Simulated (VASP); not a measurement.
# NaH (Fm-3m) in VASP: notebook, part 3 of 3

VASP 6.6.1.

### 5 Relaxation of cell and atoms, PBEsol, target pressure 4 GPa, at which the enthalpy is minimised

This run uses another cell than the first one, of 13.75 Å³/atom, 1.075 times its volume.

INCAR reads:

```
PREC     = Accurate       # precision mode
ENCUT    = 600            # plane-wave cutoff, eV
EDIFF    = 1E-6           # SCF threshold, eV
ISMEAR   = 0              # smearing method
SIGMA    = 0.01           # smearing width, eV
LREAL    = False          # projectors in reciprocal space
LASPH    = True           # aspherical terms in the spheres
NELM     = 100            # most SCF steps
ALGO     = Normal         # electronic algorithm
ISIF     = 3              # what is computed and relaxed
LWAVE    = False          # write WAVECAR
LCHARG   = False          # write CHGCAR
GGA      = PS             # functional
IBRION   = 2              # ionic algorithm
NSW      = 100            # ionic steps
EDIFFG   = -0.002         # ionic threshold
PSTRESS  = 40.0
```

KPOINTS reads:

```
regular mesh
0
Gamma
  8 8 8
```

POSCAR reads:

```
NaH
1.0
    0.0000000000      2.3956745027      2.3956745027
    2.3956745027      0.0000000000      2.3956745027
    2.3956745027      2.3956745027      0.0000000000
Na H
1 1
Direct
    0.0000000000      0.0000000000      0.0000000000
    0.5000000000      0.5000000000      0.5000000000
```

Potentials or basis: VASP PAW PBE potentials, release 64 (Na_pv, H).

The run is started by

```bash
> cat potpaw_PBE.64/Na_pv/POTCAR potpaw_PBE.64/H/POTCAR > POTCAR
> mpirun -np 1 vasp_std > vasp.out
```

OUTCAR:

```text
PREC = Accurate
   ENCUT = 600
   EDIFF = 1E-6
   ISMEAR = 0
   LREAL = False
   LASPH = True
   NELM = 100
   ISIF = 3
   GGA = PS
   IBRION = 2
   NSW = 100
   EDIFFG = -0.002
   PSTRESS = 40.0

 ion  position               nearest neighbor table
   1  0.000  0.000  0.000-
   2  0.500  0.500  0.500-

  LATTYP: Found a face centered cubic cell.
 ALAT       =     4.7913490054

  Lattice vectors:

 A1 = (   0.0000000000,   2.3956745027,   2.3956745027)
 A2 = (   2.3956745027,   0.0000000000,   2.3956745027)
 A3 = (   2.3956745027,   2.3956745027,   0.0000000000)

Analysis of symmetry for initial positions (statically):
=====================================================================
 Subroutine PRICEL returns:
 Original cell was already a primitive cell.

 Routine SETGRP: Setting up the symmetry group for a
 face centered cubic supercell.

 Subroutine GETGRP returns: Found 48 space group operations
 (whereof 48 operations were pure point group operations)
 out of a pool of 48 trial point group operations.

The static configuration has the point symmetry O_h .

Analysis of symmetry for dynamics (positions and initial velocities):
=====================================================================
 Subroutine PRICEL returns:
 Original cell was already a primitive cell.

 Routine SETGRP: Setting up the symmetry group for a
 face centered cubic supercell.

 Subroutine GETGRP returns: Found 48 space group operations
 (whereof 48 operations were pure point group operations)
 out of a pool of 48 trial point group operations.

The dynamic configuration has the point symmetry O_h .

 Subroutine INISYM returns: Found 48 space group operations
 (whereof 48 operations are pure point group operations),
 and found     1 'primitive' translations

----------------------------------------------------------------------------------------

                                     Primitive cell

  volume of cell :      27.4988

  direct lattice vectors                    reciprocal lattice vectors
     0.000000000  2.395674503  2.395674503    -0.208709488  0.208709488  0.208709488
     2.395674503  0.000000000  2.395674503     0.208709488 -0.208709488  0.208709488
     2.395674503  2.395674503  0.000000000     0.208709488  0.208709488 -0.208709488

  length of vectors
     3.387995373  3.387995373  3.387995373     0.361495438  0.361495438  0.361495438

  position of ions in fractional coordinates (direct lattice)
     0.000000000  0.000000000  0.000000000
     0.500000000  0.500000000  0.500000000

  ion indices of the primitive-cell ions
   primitive index   ion index
                 1           1
                 2           2

----------------------------------------------------------------------------------------

 KPOINTS: regular mesh

Automatic generation of k-mesh.
 Grid dimensions read from file:
 generate k-points for:    8    8    8

 Generating k-lattice:

  Cartesian coordinates                     Fractional coordinates (reciprocal lattice)
    -0.026088686  0.026088686  0.026088686     0.125000000  0.000000000  0.000000000
[... 47 lines left out ...]
   NGX,Y,Z   is equivalent  to a cutoff of  13.74, 13.74, 13.74 a.u.
   NGXF,Y,Z  is equivalent  to a cutoff of  27.48, 27.48, 27.48 a.u.
 SYSTEM =  unknown system
   PREC   = accura    normal or accurate (medium, high low for compatibility)
   ISTART =      0    job   : 0-new  1-cont  2-samecut
   ICHARG =      2    charge: 1-file 2-atom 10-const
   ISPIN  =      1    spin polarized calculation?
   LNONCOLLINEAR =      F non collinear calculations
   LSORBIT =      F    spin-orbit coupling
   LASPH  =      T    aspherical Exc in radial PAW
   ENCUT  =  600.0 eV  44.10 Ry    6.64 a.u.   6.77  6.77  6.77*2*pi/ulx,y,z
   NELM   =    100;   NELMIN=  2; NELMDL= -5     # of ELM steps
   EDIFF  = 0.1E-05   stopping-criterion for ELM
   LREAL  =      F    real-space projection
   EDIFFG = -.2E-02   stopping-criterion for IOM
   NSW    =    100    number of steps for IOM
   IBRION =      2    ionic relax: 0-MD 1-quasi-New 2-CG
   NFREE  =      1    steps in history (QN), initial steepest desc. (CG)
   ISIF   =      3    stress and relaxation
   ISYM   =      2    0-nonsym 1-usesym 2-fastsym
   POTIM  = 0.5000    time-step for ionic-motion
   TEBEG  =    0.0;   TEEND  =   0.0 temperature during run
   PSTRESS=   40.0 pullay stress
   NELECT =       8.0000    total number of electrons
   NUPDOWN=      -1.0000    fix difference up-down
   EMIN   =  10.00;   EMAX   =-10.00  energy-range for DOS
   EFERMI =   0.00;   METHOD = LEGACY
   ISMEAR =     0;   SIGMA  =   0.01  broadening in eV -4-tet -1-fermi 0-gaus
   EFERMI_NEDOS =   21; number of points for ismear=-14 and -15
   IALGO  =     38    algorithm
   IMIX   =      4    mixing-type and parameters
     AMIX     =   0.40;   BMIX     =  1.00
     AMIX_MAG =   1.60;   BMIX_MAG =  1.00
  volume/ion in A,a.u.               =      13.75        92.79
  Fermi-wavevector in a.u.,A,eV,Ry     =   1.084760  2.049899 16.010035  1.176704
  Thomas-Fermi vector in A             =   2.220858
   LORBIT       =      0    0 simple, 1 ext, 2 COOP (PROOUT), +10 PAW based schemes
   GGA     = PS    functional components
   LHFCALC =     F    Hartree Fock is set to
   AEXX    =    0.0000 exact exchange contribution
   IVDW    =     0    specifies the selected vdW correction
   LEPSILON=     F    determine dielectric tensor
   LRPA    =     F    only Hartree local field effects (RPA)
 conjugate gradient relaxation of ions
 non-spin polarized calculation
 Gauss-broadening in eV      SIGMA  =   0.01
  energy-cutoff  :      600.00
  volume of cell :       27.50
 maximum number of plane-waves:       941
   NGX = 13   NGY = 13   NGZ = 13

--------------------------------------- Ionic step        1  -------------------------------------------

 number of electron       7.9999992 magnetization

 Free energy of the ion-electron system (eV)
  ---------------------------------------------------
  ext. energy  EPLUGINS =         0.00000000
  ---------------------------------------------------
  free energy    TOTEN  =        -5.08620875 eV

  energy without entropy =       -5.08620875  energy(sigma->0) =       -5.08620875

------------------------ aborting loop because EDIFF is reached ----------------------------------------

  FORCE on cell =-STRESS in cart. coord.  units (eV):
  Direction    XX          YY          ZZ          XY          YZ          ZX
  --------------------------------------------------------------------------------------
  -------------------------------------------------------------------------------------
  Total        0.0021589      0.0021589      0.0021589     -0.0000000     -0.0000000     -0.0000000
  in kB        0.1257850      0.1257850      0.1257850     -0.0000000     -0.0000000     -0.0000000
  external PRESSURE =     -39.8742150 kB  Pullay stress =      40.0000000 kB
[... 97 lines left out ...]
  energy  without entropy=       -5.0561191094  energy(sigma->0) =       -5.05611911

  enthalpy is  TOTEN    =        -4.4446043945 eV   P V=        0.6115147149

[... ionic steps 4 to 12 ...]

--------------------------------------- Ionic step       13  -------------------------------------------

 number of electron       7.9999998 magnetization

------------------------ aborting loop because EDIFF is reached ----------------------------------------
[... 71 lines left out ...]
--------------------------------------- Ionic step       15  -------------------------------------------

 number of electron       7.9999998 magnetization

 Free energy of the ion-electron system (eV)
  ---------------------------------------------------
  ext. energy  EPLUGINS =         0.00000000
  ---------------------------------------------------
  free energy    TOTEN  =        -5.04944483 eV

  energy without entropy =       -5.04944483  energy(sigma->0) =       -5.04944483

 E-fermi :  -0.4912     XC(G=0):  -8.4307

 val. band max:       -0.5602565700   @ k =  -0.2500   0.5000   0.2500
 cond. band min:       3.2482179328   @ k =   0.5000   0.0000   0.0000
 fundamental gap:      3.8084745028
 Fermi energy:        -0.4911501334

 k-point     1 :       0.0000    0.0000    0.0000
  band No.  band energies     occupation
      1     -22.3197      2.00000
      2     -22.3197      2.00000
      3     -22.3197      2.00000
      4      -4.7418      2.00000
      5      11.2778      0.00000
      6      16.0022      0.00000
      7      16.0022      0.00000
      8      16.0022      0.00000
[... 243 lines left out ...]
 k-point    24 :      -0.3750    0.2500    0.1250
  band No.  band energies     occupation
      1     -22.4561      2.00000
      2     -22.3779      2.00000
      3     -22.3509      2.00000
      4      -1.1125      2.00000
      5       4.1073      0.00000
      6       7.6730      0.00000
      7      11.3271      0.00000
      8      15.7484      0.00000

 [... further k-points ...]
[... 5 lines left out ...]
  --------------------------------------------------------------------------------------
  -------------------------------------------------------------------------------------
  Total        0.6021399      0.6021399      0.6021399      0.0000000      0.0000000      0.0000000
  in kB       39.8554696     39.8554696     39.8554696      0.0000000      0.0000000      0.0000000
  external PRESSURE =      -0.1445304 kB  Pullay stress =      40.0000000 kB
[... 21 lines left out ...]
  energy  without entropy=       -5.0494448258  energy(sigma->0) =       -5.04944483

  enthalpy is  TOTEN    =        -4.4451213056 eV   P V=        0.6043235202

 reached required accuracy - stopping structural energy minimisation
```

Wall time 44 s (1 thread of Intel Xeon Platinum 8175M at 2.50GHz (Skylake/Cascade Lake), shared host); peak memory 0.15 GiB.

What came out:

| Quantity | Value |
| --- | --- |
| Free energy | -5.0494 eV |
| Relaxed volume | 12.10 Å³/atom |
| Relaxed cell | a = 3.247 Å, b = 3.247 Å, c = 3.247 Å, α = 60.00°, β = 60.00°, γ = 60.00° |
| Space group after relaxing (to 0.05 Å) | Fm-3m (No. 225) |
| Energy change on relaxing (the enthalpy is what falls) | +18.4 meV/atom |
| Ionic steps | 15 |
| Pressure after relaxing | 4.0 GPa |
| Band gap on the k mesh | 3.81 eV, indirect (least direct gap 4.78 eV) |

Step by step:
| step | energy change (eV) | largest force (eV/Å) | pressure (GPa) | volume (Å³) |
| --- | --- | --- | --- | --- |
| 1 | 0.0000 | 0.0000 | 0.01 | 27.50 |
| 2 | 0.0055 | 0.0000 | 1.35 | 26.16 |
| 3 | 0.0301 | 0.0000 | 3.52 | 24.49 |
| 4 | 0.0379 | 0.0000 | 4.03 | 24.16 |
| 5 | 0.0364 | 0.0000 | 3.87 | 24.22 |
| 6 | 0.0364 | 0.0000 | 3.90 | 24.22 |
| 7 | 0.0365 | 0.0000 | 3.88 | 24.22 |
| 8 | 0.0365 | 0.0000 | 3.93 | 24.22 |
| 9 | 0.0365 | 0.0000 | 3.91 | 24.22 |
| 10 | 0.0365 | 0.0000 | 3.92 | 24.22 |
| 11 | 0.0365 | 0.0000 | 3.91 | 24.22 |
| 12 | 0.0365 | 0.0000 | 3.91 | 24.22 |
| 13 | 0.0365 | 0.0000 | 3.91 | 24.21 |
| 14 | 0.0366 | 0.0000 | 3.90 | 24.21 |
| 15 | 0.0368 | 0.0000 | 3.99 | 24.21 |

Final structure:
```cif
data_structure
_symmetry_space_group_name_H-M 'P 1'
_symmetry_Int_Tables_number 1
_cell_length_a 3.2470
_cell_length_b 3.2470
_cell_length_c 3.2470
_cell_angle_alpha 60.000
_cell_angle_beta 60.000
_cell_angle_gamma 60.000
_cell_volume 24.21
loop_
_atom_site_label
_atom_site_type_symbol
_atom_site_fract_x
_atom_site_fract_y
_atom_site_fract_z
_atom_site_occupancy
Na1 Na 0.00000 0.00000 0.00000 1
H1 H 0.50000 0.50000 0.50000 1
```

Levels at points of the mesh, in eV from the valence-band top:
| k point | band 2 | band 3 | band 4 | band 5 | band 6 | band 7 |
| --- | --- | --- | --- | --- | --- | --- |
| (0.00, 0.00, 0.00) | -21.76 | -21.76 | -4.18 | 11.84 | 16.56 | 16.56 |
| (0.50, 0.00, 0.00) | -21.78 | -21.78 | -0.97 | 3.81 | 11.72 | 14.20 |
| (0.50, 0.50, 0.00) | -21.81 | -21.81 | -0.22 | 4.72 | 10.34 | 11.48 |

Caveat: the cell is relaxed towards a set pressure, so the enthalpy falls and the energy may rise; the PAW data sets were made with another functional, which shifts forces and pressure a little. Expect the measured gap to be larger: semilocal functionals such as PBEsol lack the derivative discontinuity.

### 6 Overview

```tsv
task	cell	cutoff (eV)	gap on the mesh (eV)	pressure (GPa)
single point	a = 3.308 Å, angles 60.0°, 2 atoms	520	3.72	2.0
relaxation of cell and atoms	relaxed to 1 GPa from a = 3.388 Å, angles 60.0°, 2 atoms	600	3.66	1.0
relaxation of cell and atoms	relaxed to 2 GPa from a = 3.388 Å, angles 60.0°, 2 atoms	600	3.72	2.0
relaxation of cell and atoms	relaxed to 4 GPa from a = 3.388 Å, angles 60.0°, 2 atoms	600	3.81	4.0
```

Alike in all rows: level PBEsol; potentials or basis VASP PAW PBE potentials, release 64 (Na_pv, H); no spin polarisation; k mesh 8 × 8 × 8; smearing gaussian 0.01 eV.

Caveats: the PAW data sets were made with another functional, which shifts forces and pressure a little; the cell is relaxed towards a set pressure, so the enthalpy falls and the energy may rise (some runs).

Absolute energies hang on the potentials; compare differences alone.
